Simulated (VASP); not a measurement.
# Zr (P6_3/mmc) in VASP: further runs, part 2 of 2

VASP 6.6.1. The steps go on from the part before.

**3. Single point, RPBE (26.85 Å³/atom)**

This run uses another cell than the first one, of 26.85 Å³/atom.

The input, INCAR:

```
PREC = Accurate
ENCUT = 520
EDIFF = 1E-6
ISMEAR = -1
SIGMA = 0.1
LREAL = False
LASPH = True
NELM = 80
ALGO = Normal
ISIF = 2
LWAVE = False
LCHARG = False
GGA = RP
NBANDS = 19
```

The input, KPOINTS:

```
regular mesh
0
Gamma
  18 18 10
```

The input, POSCAR:

```
Zr
1.0
    3.3854393919      0.0000000000      0.0000000000
   -1.6927196959      2.9318765163      0.0000000000
    0.0000000000      0.0000000000      5.4101541129
Zr
2
Direct
    0.3333333333      0.6666666667      0.2500000000
    0.6666666667      0.3333333333      0.7500000000
```

Potentials or basis: VASP PAW PBE potentials, release 64 (Zr_sv).

Started as:

```
cat potpaw_PBE.64/Zr_sv/POTCAR > POTCAR
mpirun -np 1 vasp_std > vasp.out
```

OUTCAR:

```text
PREC = Accurate
   ENCUT = 520
   EDIFF = 1E-6
   ISMEAR = -1
   LREAL = False
   LASPH = True
   NELM = 80
   ISIF = 2
   GGA = RP

 ion  position               nearest neighbor table
   1  0.333  0.667  0.250-   2 3.34   2 3.34   2 3.34   2 3.34   2 3.34   2 3.34
   2  0.667  0.333  0.750-   1 3.34   1 3.34   1 3.34   1 3.34   1 3.34   1 3.34

  LATTYP: Found a hexagonal cell.
 ALAT       =     3.3854393919
 C/A-ratio  =     1.5980655645

  Lattice vectors:

 A1 = (   3.3854393919,   0.0000000000,   0.0000000000)
 A2 = (  -1.6927196959,   2.9318765163,   0.0000000000)
 A3 = (   0.0000000000,   0.0000000000,   5.4101541129)

Analysis of symmetry for initial positions (statically):
=====================================================================
 Subroutine PRICEL returns:
 Original cell was already a primitive cell.

 Routine SETGRP: Setting up the symmetry group for a
 hexagonal supercell.

 Subroutine GETGRP returns: Found 24 space group operations
 (whereof 12 operations were pure point group operations)
 out of a pool of 24 trial point group operations.

The static configuration has the point symmetry D_3d.
 The point group associated with its full space group is D_6h.

Analysis of symmetry for dynamics (positions and initial velocities):
=====================================================================
 Subroutine PRICEL returns:
 Original cell was already a primitive cell.

 Routine SETGRP: Setting up the symmetry group for a
 hexagonal supercell.

 Subroutine GETGRP returns: Found 24 space group operations
 (whereof 12 operations were pure point group operations)
 out of a pool of 24 trial point group operations.

The dynamic configuration has the point symmetry D_3d.
 The point group associated with its full space group is D_6h.

 Subroutine INISYM returns: Found 24 space group operations
 (whereof 12 operations are pure point group operations),
 and found     1 'primitive' translations

----------------------------------------------------------------------------------------

                                     Primitive cell

  volume of cell :      53.6995

  direct lattice vectors                    reciprocal lattice vectors
     3.385439392  0.000000000  0.000000000     0.295382633  0.170539242  0.000000000
    -1.692719696  2.931876516  0.000000000     0.000000000  0.341078485  0.000000000
     0.000000000  0.000000000  5.410154113     0.000000000  0.000000000  0.184837618

  length of vectors
     3.385439392  3.385439392  5.410154113     0.341078485  0.341078485  0.184837618

  position of ions in fractional coordinates (direct lattice)
     0.333333333  0.666666667  0.250000000
     0.666666667  0.333333333  0.750000000

  ion indices of the primitive-cell ions
   primitive index   ion index
                 1           1
                 2           2

----------------------------------------------------------------------------------------

 KPOINTS: regular mesh

Automatic generation of k-mesh.
 Grid dimensions read from file:
 generate k-points for:   18   18   10

 Generating k-lattice:

  Cartesian coordinates                     Fractional coordinates (reciprocal lattice)
     0.016410146  0.009474402  0.000000000     0.055555556  0.000000000  0.000000000
     0.000000000  0.018948805  0.000000000     0.000000000  0.055555556  0.000000000
     0.000000000  0.000000000  0.018483762     0.000000000  0.000000000  0.100000000

  Length of vectors
     0.018948805  0.018948805  0.018483762

  Shift w.r.t. Gamma in fractional coordinates (k-lattice)
     0.000000000  0.000000000  0.000000000

 Subroutine IBZKPT returns following result:
 ===========================================

 Found    222 irreducible k-points:

 Following reciprocal coordinates:
            Coordinates               Weight
  0.000000  0.000000  0.000000      1.000000
  0.055556  0.000000  0.000000      6.000000
  0.111111  0.000000  0.000000      6.000000
  0.166667  0.000000  0.000000      6.000000
  0.222222  0.000000  0.000000      6.000000
  0.277778  0.000000  0.000000      6.000000
[... 16 lines left out ...]
  0.333333  0.111111  0.000000     12.000000
  0.388889  0.111111  0.000000     12.000000
 [... further k-points ...]
   k-points           NKPTS =    222   k-points in BZ     NKDIM =    222   number of bands    NBANDS=     19
   number of dos      NEDOS =    301   number of ions     NIONS =      2
   total plane-waves  NPLWV =  31360
   dimension x,y,z NGX =    28 NGY =   28 NGZ =   40
   dimension x,y,z NGXF=    56 NGYF=   56 NGZF=   80
   ions per type =               2
   NGX,Y,Z   is equivalent  to a cutoff of  13.75, 13.75, 12.29 a.u.
   NGXF,Y,Z  is equivalent  to a cutoff of  27.50, 27.50, 24.58 a.u.
 SYSTEM =  unknown system
   PREC   = accura    normal or accurate (medium, high low for compatibility)
   ISTART =      0    job   : 0-new  1-cont  2-samecut
   ICHARG =      2    charge: 1-file 2-atom 10-const
   ISPIN  =      1    spin polarized calculation?
   LNONCOLLINEAR =      F non collinear calculations
   LSORBIT =      F    spin-orbit coupling
   LASPH  =      T    aspherical Exc in radial PAW
   ENCUT  =  520.0 eV  38.22 Ry    6.18 a.u.   6.29  6.29 10.06*2*pi/ulx,y,z
   NELM   =     80;   NELMIN=  2; NELMDL= -5     # of ELM steps
   EDIFF  = 0.1E-05   stopping-criterion for ELM
   LREAL  =      F    real-space projection
   EDIFFG = 0.1E-04   stopping-criterion for IOM
   NSW    =      0    number of steps for IOM
   IBRION =     -1    ionic relax: 0-MD 1-quasi-New 2-CG
   NFREE  =      0    steps in history (QN), initial steepest desc. (CG)
   ISIF   =      2    stress and relaxation
   ISYM   =      2    0-nonsym 1-usesym 2-fastsym
   POTIM  = 0.5000    time-step for ionic-motion
   TEBEG  =    0.0;   TEEND  =   0.0 temperature during run
   PSTRESS=    0.0 pullay stress
   NELECT =      24.0000    total number of electrons
   NUPDOWN=      -1.0000    fix difference up-down
   EMIN   =  10.00;   EMAX   =-10.00  energy-range for DOS
   EFERMI =   0.00;   METHOD = LEGACY
   ISMEAR =    -1;   SIGMA  =   0.10  broadening in eV -4-tet -1-fermi 0-gaus
   EFERMI_NEDOS =   21; number of points for ismear=-14 and -15
   IALGO  =     38    algorithm
   IMIX   =      4    mixing-type and parameters
     AMIX     =   0.40;   BMIX     =  1.00
     AMIX_MAG =   1.60;   BMIX_MAG =  1.00
  volume/ion in A,a.u.               =      26.85       181.19
  Fermi-wavevector in a.u.,A,eV,Ry     =   1.251666  2.365306 21.315810  1.566668
  Thomas-Fermi vector in A             =   2.385603
   LORBIT       =      0    0 simple, 1 ext, 2 COOP (PROOUT), +10 PAW based schemes
   GGA     = RP    functional components
   LHFCALC =     F    Hartree Fock is set to
   AEXX    =    0.0000 exact exchange contribution
   IVDW    =     0    specifies the selected vdW correction
   LEPSILON=     F    determine dielectric tensor
   LRPA    =     F    only Hartree local field effects (RPA)
 non-spin polarized calculation
  energy-cutoff  :      520.00
  volume of cell :       53.70
 maximum number of plane-waves:      1466
 NGX is ok and might be reduce to    28
   NGX = 13   NGY = 13   NGZ = 21

 number of electron      23.9999999 magnetization

 Free energy of the ion-electron system (eV)
  ---------------------------------------------------
  ext. energy  EPLUGINS =         0.00000000
  ---------------------------------------------------
  free energy    TOTEN  =       -16.06853708 eV

  energy without entropy =      -15.98944953  energy(sigma->0) =      -16.02899331

 E-fermi :   7.5601     XC(G=0): -10.3731

 val. band max:        7.5563712932   @ k =   0.3333   0.3333   0.3000
 cond. band min:       7.5646952504   @ k =   0.1667   0.0000   0.1000
 fundamental gap:      0.0083239572
 Fermi energy:         7.5600900562

 k-point     1 :       0.0000    0.0000    0.0000
  band No.  band energies     occupation
      1     -41.6038      2.00000
      2     -41.5216      2.00000
      3     -19.8976      2.00000
      4     -19.3565      2.00000
      5     -19.3565      2.00000
      6     -19.2784      2.00000
[... 11 lines left out ...]
     18       9.4820      0.00000
     19      11.3678      0.00000

 k-point     2 :       0.0556    0.0000    0.0000
  band No.  band energies     occupation
      1     -41.6019      2.00000
      2     -41.5208      2.00000
      3     -19.8917      2.00000
      4     -19.3692      2.00000
      5     -19.3607      2.00000
      6     -19.2811      2.00000
[... 476 lines left out ...]
 k-point    24 :       0.3889    0.1111    0.0000
  band No.  band energies     occupation
      1     -41.5308      2.00000
      2     -41.5037      2.00000
      3     -19.7558      2.00000
      4     -19.6580      2.00000
      5     -19.6329      2.00000
      6     -19.5072      2.00000
[... 11 lines left out ...]
     18      11.8543      0.00000
     19      12.4832      0.00000

 [... further k-points ...]
[... 5 lines left out ...]
  --------------------------------------------------------------------------------------
  -------------------------------------------------------------------------------------
  Total       -2.7466866     -2.7466866     -2.8616796     -0.0000000     -0.0000000      0.0000000
  in kB      -81.9500702    -81.9500702    -85.3809993     -0.0000000     -0.0000000      0.0000000
  external PRESSURE =     -83.0937133 kB  Pullay stress =       0.0000000 kB

 VOLUME and BASIS-vectors are now :
 -----------------------------------------------------------------------------
  energy-cutoff  :      520.00
  volume of cell :       53.70
      direct lattice vectors                 reciprocal lattice vectors
     3.385439392  0.000000000  0.000000000     0.295382633  0.170539242  0.000000000
    -1.692719696  2.931876516  0.000000000     0.000000000  0.341078485  0.000000000
     0.000000000  0.000000000  5.410154113     0.000000000  0.000000000  0.184837618

 POSITION                                       TOTAL-FORCE (eV/Angst)
 -----------------------------------------------------------------------------------
     -0.00000      1.95458      1.35254        -0.000000     -0.000000      0.000000
      1.69272      0.97729      4.05762         0.000000      0.000000      0.000000
 -----------------------------------------------------------------------------------
    total drift:                                0.000000     -0.000000      0.000000

  FREE ENERGIE OF THE ION-ELECTRON SYSTEM (eV)
  ---------------------------------------------------
  free  energy   TOTEN  =       -16.0685370788 eV

  energy  without entropy=      -15.9894495316  energy(sigma->0) =      -16.02899331
```

Wall time 79 s (1 thread of Intel Xeon 6975P-C (Granite Rapids), shared host); peak memory 0.31 GiB.

What came out:

* Free energy: -16.0685 eV
* Pressure: -8.3 GPa
* Band gap on the k mesh: zero (bands 12 and 13 overlap by 1.14 eV)

Levels at points of the mesh, in eV from the Fermi level:
| k point | band 10 | band 11 | band 12 | band 13 | band 14 | band 15 |
| --- | --- | --- | --- | --- | --- | --- |
| (0.00, 0.00, 0.00) | -2.65 | 0.71 | 0.85 | 0.85 | 0.94 | 1.41 |
| (0.50, 0.00, 0.00) | -2.08 | -1.73 | -0.42 | 0.60 | 0.65 | 1.24 |
| (0.00, 0.00, 0.50) | -3.81 | 0.07 | 0.07 | 0.78 | 0.78 | 0.78 |
| (0.50, 0.00, 0.50) | -2.45 | -0.81 | -0.81 | 1.20 | 1.20 | 1.97 |

Caveat: the cell stands under tension; the PAW data sets were made with another functional, which shifts forces and pressure a little.

**4. Single point, RPBE, non-collinear spin, zero start, spin-orbit coupling**

This run uses another cell than the first one, of 23.97 Å³/atom.

The input, INCAR:

```
PREC     = Accurate       # precision mode
ENCUT    = 520            # plane-wave cutoff, eV
EDIFF    = 1E-6           # SCF threshold, eV
ISMEAR   = -1             # smearing method
SIGMA    = 0.1            # smearing width, eV
LREAL    = F              # projectors in reciprocal space
LASPH    = T              # aspherical terms in the spheres
NELM     = 150            # most SCF steps
ALGO     = Normal         # electronic algorithm
ISIF     = 2              # what is computed and relaxed
LWAVE    = F              # write WAVECAR
LCHARG   = F              # write CHGCAR
MAGMOM   = 0 0 0 0 0 0    # initial moments
LORBIT   = 11             # projections on sites
LSORBIT  = T              # spin-orbit coupling
GGA_COMPAT= F            
LORBMOM  = T            
LMAXMIX  = 4              # l up to which the mixer works
GGA      = RP             # functional
NBANDS   = 36             # bands
```

The input, KPOINTS:

```
Automatic mesh
0
Gamma
  11 11 6
```

The input, POSCAR:

```
Zr
1.0
    3.2599357124      0.0000000000      0.0000000000
   -1.6299678562      2.8231871417      0.0000000000
    0.0000000000      0.0000000000      5.2095910046
Zr
2
Direct
    0.3333333333      0.6666666667      0.2500000000
    0.6666666667      0.3333333333      0.7500000000
```

Potentials or basis: VASP PAW PBE potentials, release 64 (Zr_sv).

Started as:

```
cat potpaw_PBE.64/Zr_sv/POTCAR > POTCAR
mpirun -np 1 vasp_ncl > vasp.out
```

OUTCAR:

```text
PREC = Accurate
   ENCUT = 520
   EDIFF = 1E-6
   ISMEAR = -1
   LREAL = F
   LASPH = T
   NELM = 150
   ISIF = 2
   LORBIT = 11
   LSORBIT = T
   GGA = RP

 ion  position               nearest neighbor table
   1  0.333  0.667  0.250-   2 3.21   2 3.21   2 3.21   2 3.21   2 3.21   2 3.21
   2  0.667  0.333  0.750-   1 3.21   1 3.21   1 3.21   1 3.21   1 3.21   1 3.21

  LATTYP: Found a hexagonal cell.
 ALAT       =     3.2599357124
 C/A-ratio  =     1.5980655645

  Lattice vectors:

 A1 = (   3.2599357124,   0.0000000000,   0.0000000000)
 A2 = (  -1.6299678562,   2.8231871417,   0.0000000000)
 A3 = (   0.0000000000,   0.0000000000,   5.2095910046)

Analysis of symmetry for initial positions (statically):
=====================================================================
 Subroutine PRICEL returns:
 Original cell was already a primitive cell.

 Routine SETGRP: Setting up the symmetry group for a
 hexagonal supercell.

 Subroutine GETGRP returns: Found 24 space group operations
[... 1205 lines left out ...]
     0.0000000     0.0000000     0.0000000     0.0000000     0.0000000     0.0000000     0.0000000
     0.0000000     0.0000000     0.0000000     0.0000000     0.0000000     0.0000000     0.0000000
     0.0000000     0.0000000     0.0000000     0.0000000     0.0000000     0.0000000     0.0000000
     0.0000000     0.0000000     0.0000000     0.0000000     0.0000000     0.0000000     0.0000000
     0.0000000     0.0000000     0.0000000     0.0000000     0.0000000     0.0000000     0.0000000
     0.0000000     0.0000000     0.0000000     0.0000000     0.0000000     0.0000000     0.0000000

 Ion:    2  E_soc:     -0.1426118
 l=   1
     0.0000000    -0.0230030    -0.0230523
    -0.0230030     0.0000000    -0.0230030
    -0.0230523    -0.0230030     0.0000000
 l=   2
     0.0000000    -0.0001343     0.0000000    -0.0001343    -0.0006309
    -0.0001343     0.0000000    -0.0004739    -0.0001319    -0.0001343
     0.0000000    -0.0004739     0.0000000    -0.0004739     0.0000000
    -0.0001343    -0.0001319    -0.0004739     0.0000000    -0.0001343
    -0.0006309    -0.0001343     0.0000000    -0.0001343     0.0000000
 l=   3
     0.0000000     0.0000000     0.0000000     0.0000000     0.0000000     0.0000000     0.0000000
     0.0000000     0.0000000     0.0000000     0.0000000     0.0000000     0.0000000     0.0000000
     0.0000000     0.0000000     0.0000000     0.0000000     0.0000000     0.0000000     0.0000000
     0.0000000     0.0000000     0.0000000     0.0000000     0.0000000     0.0000000     0.0000000
     0.0000000     0.0000000     0.0000000     0.0000000     0.0000000     0.0000000     0.0000000
     0.0000000     0.0000000     0.0000000     0.0000000     0.0000000     0.0000000     0.0000000
     0.0000000     0.0000000     0.0000000     0.0000000     0.0000000     0.0000000     0.0000000

 total charge

# of ion       s       p       d       tot
------------------------------------------
    1        2.225   5.963   1.593   9.781
    2        2.225   5.963   1.593   9.781
--------------------------------------------------
tot          4.450  11.926   3.185  19.562

 magnetization (x)

# of ion       s       p       d       tot
------------------------------------------
    1        0.000   0.000  -0.000  -0.000
    2       -0.000   0.000   0.000   0.000
--------------------------------------------------
tot          0.000   0.000  -0.000  -0.000

 magnetization (y)

# of ion       s       p       d       tot
------------------------------------------
    1        0.000  -0.000   0.000  -0.000
    2        0.000  -0.000   0.000  -0.000
--------------------------------------------------
tot          0.000  -0.000   0.000  -0.000

 magnetization (z)

# of ion       s       p       d       tot
------------------------------------------
    1        0.000   0.000   0.000   0.000
    2        0.000   0.000   0.000   0.000
--------------------------------------------------
tot          0.000   0.000   0.000   0.000
```

Run time: 92 s. Hardware: 1 thread of Intel Xeon 6975P-C (Granite Rapids), shared host; peak memory 0.33 GiB.

Results:

- Free energy: -16.3705 eV
- Pressure: 0.0 GPa
- Net moment: 0.00 μB per cell
- Valence electrons inside the program's atomic spheres: Zr 9.78

Moments on the atoms (μB; x, y, z):
```
Zr  0.00 0.00 0.00
Zr  0.00 0.00 0.00
```

Caveat: the PAW data sets were made with another functional, which shifts forces and pressure a little.

**5. The runs side by side**

| spin | cell | k mesh | gap on the mesh (eV) | pressure (GPa) |
| --- | --- | --- | --- | --- |
| off | a = 3.345, b = 3.345, c = 5.345 Å, angles 90.0, 90.0, 120.0°, 2 atoms | 18 × 18 × 10 | none | -6.0 |
| off | a = 3.385, b = 3.385, c = 5.410 Å, angles 90.0, 90.0, 120.0°, 2 atoms | 18 × 18 × 10 | none | -8.3 |
| non-collinear, zero start, SOC | a = 3.260, b = 3.260, c = 5.210 Å, angles 90.0, 90.0, 120.0°, 2 atoms | 11 × 11 × 6 | - | 0.0 |

Alike in all rows: task single point; level RPBE; potentials or basis VASP PAW PBE potentials, release 64 (Zr_sv); cutoff (eV) 520; smearing fermi-dirac 0.1 eV.

Caveats: the PAW data sets were made with another functional, which shifts forces and pressure a little; the cell stands under tension (at least some runs).

Absolute energies hang on the potentials; compare differences alone.
